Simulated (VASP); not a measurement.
Write the native input for VASP 6.6.1 that does the following.

```
Task                   : single point
Functional             : PBEsol
Potentials or basis    : VASP PAW PBE potentials, release 64 (Sb)
Cutoff                 : 520 eV
k mesh                 : 13 × 13 × 7
Occupations            : fermi-dirac, width 0.1 eV
Spin                   : no spin polarisation
Dipole correction      : no
Further INCAR settings : ALGO = Normal; EDIFF = 1e-07; NBANDS = 12
```

The structure of Sb lies in POSCAR:

```
Sb
1.0
    3.4024476881      0.0000000000      0.0000000000
   -1.7012238441      2.9466061329      0.0000000000
    0.0000000000      0.0000000000      5.2117419701
Sb
2
Direct
    0.3333333333      0.6666666667      0.2500000000
    0.6666666667      0.3333333333      0.7500000000
```

These files were run (other wordings do the same):

INCAR

```
ALGO     = Normal         # electronic algorithm
EDIFF    = 1E-7           # SCF threshold, eV
ENCUT    = 520            # plane-wave cutoff, eV
GGA      = PS             # functional
ISIF     = 2              # what is computed and relaxed
ISMEAR   = -1             # smearing method
LASPH    = True           # aspherical terms in the spheres
LCHARG   = True           # write CHGCAR
LELF     = True           # ELF
LREAL    = False          # projectors in reciprocal space
LVHAR    = True         
LWAVE    = False          # write WAVECAR
NBANDS   = 12             # bands
NELM     = 60             # most SCF steps
PREC     = Accurate       # precision mode
SIGMA    = 0.1            # smearing width, eV
```

KPOINTS

```
k-points
0
Gamma
  13 13 7
```

Potentials or basis: VASP PAW PBE potentials, release 64 (Sb).

Run with:

```bash
$ cat potpaw_PBE.64/Sb/POTCAR > POTCAR
$ mpirun -np 1 vasp_std > vasp.out
```

Results of the run:

The pressure is 0.0 GPa and the band gap on the k mesh is zero (band 5 reaches 12.50 eV, above the bottom of band 6 at 6.05 eV).

Caveat: the PAW data sets were made with another functional, which shifts forces and pressure a little; spin-orbit coupling is left out, which moves the levels of the heavy elements.

Run time: 58 s on 1 thread of AMD EPYC 7R13, with other jobs on the host, peak memory 0.17 GiB.
